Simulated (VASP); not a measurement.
A run of VASP 6.6.1 is set up as follows.

Contents of INCAR:

```
PREC = Accurate
ENCUT = 500
EDIFF = 1E-6
ISMEAR = 1
SIGMA = 0.01
LREAL = F
LASPH = T
NELM = 120
ALGO = Normal
ISIF = 2
LWAVE = F
LCHARG = F
GGA = CA
NBANDS = 19
GGA_COMPAT = F
```

File KPOINTS:

```
regular mesh
0
Gamma
  6 6 4
```

POSCAR

```
ZrS2
1.0
    3.7279337236      0.0000000000      0.0000000000
   -1.8639663569      3.2284848507      0.0000000000
    0.0000000000      0.0000000000      6.1008935337
Zr S
1 2
Direct
    0.0000000000      0.0000000000      0.0000000000
    0.6666666667      0.3333333333      0.7620900000
    0.3333333333      0.6666666667      0.2379100000
```

Potentials or basis: VASP PAW LDA potentials, release 64 (Zr_sv, S).

Launch:

```sh
$ cat potpaw_LDA.64/Zr_sv/POTCAR potpaw_LDA.64/S/POTCAR > POTCAR
$ mpirun -np 1 vasp_std > vasp.out
```

**Question.** Predict the band gap on the k mesh.

**Answer.** 0.96 eV (least direct gap 1.51 eV).

**Question.** Estimate the largest force.

**Answer.** 0.604 eV/Å.

**Question.** Predict the pressure.

**Answer.** -6.7 GPa.

Stress tensor (GPa, compression positive):
```
-7.36  0.00  0.00
 0.00 -7.36  0.00
 0.00  0.00 -5.34
```

Caveat: the cell stands under tension. A k mesh can miss the band edges.
